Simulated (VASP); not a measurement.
Wanted: the native input for a VASP 6.6.1 run.

```yaml
Task: relaxation of cell and atoms
Functional: PBE
Potentials_or_basis: VASP PAW PBE potentials, release 64 (Al, Pd)
Cutoff: 600 eV
k_mesh: 6 × 6 × 6
Occupations: gaussian, width 0.1 eV
Spin: no spin polarisation
Dipole_correction: no
Further_INCAR_settings: ALGO = Fast; EDIFF = 1e-07; IBRION = 2; EDIFFG = -0.04; NSW = 90; ISIF = 3
```

The structure of AlPd4 lies in POSCAR:

```
AlPd4
1.0
   -2.4807214500      2.4807214500      3.1811700800
    2.4807214500     -2.4807214500      3.1811700800
    2.4807214500      2.4807214500     -3.1811700800
Al Pd
1 4
Direct
    0.0000000000      0.0000000000      0.0000000000
    0.7278876700      0.7278876700      0.4557753500
    0.2721123300      0.2721123300      0.5442246500
    0.7278876700      0.2721123300      0.0000000000
    0.2721123300      0.7278876700      0.0000000000
```

The input as run:

INCAR

```
SYSTEM = AlPd4
ALGO = Fast ; EDIFF = 1E-7
EDIFFG = -0.04 ; ENCUT = 600
GGA = PE ; IBRION = 2
ISIF = 3 ; ISMEAR = 0
LASPH = .True. ; LCHARG = .False.
LREAL = .False. ; LWAVE = .False.
NELM = 80 ; NSW = 90
PREC = Accurate ; SIGMA = 0.1
```

KPOINTS

```
k-points
0
Gamma
  6 6 6
  0 0 0
```

Potentials or basis: VASP PAW PBE potentials, release 64 (Al, Pd).

Launch:

```bash
$ cat potpaw_PBE.64/Al/POTCAR potpaw_PBE.64/Pd/POTCAR > POTCAR
$ mpirun -np 1 vasp_std > vasp.out
```

Results of the run:

| Property | Result |
| --- | --- |
| Relaxed volume | 18.39 Å³/atom |
| Relaxed cell | a = 4.950 Å, b = 4.950 Å, c = 4.950 Å, α = 105.56°, β = 105.56°, γ = 117.61° |
| Space group after relaxing (to 0.05 Å) | I4/mmm (No. 139) |
| Energy gained by relaxing | 2038.8 meV/atom |
| Ionic steps | 16 |
| Pressure after relaxing | -0.1 GPa |
| Largest force after relaxing | 0.014 eV/Å |

Caveat: the volume moved by over 15 % at a fixed basis, so the end points are rough.

Run time: 31 min on 1 thread of Intel Xeon 6975P-C, with other jobs on the host, peak memory 0.3 GiB.
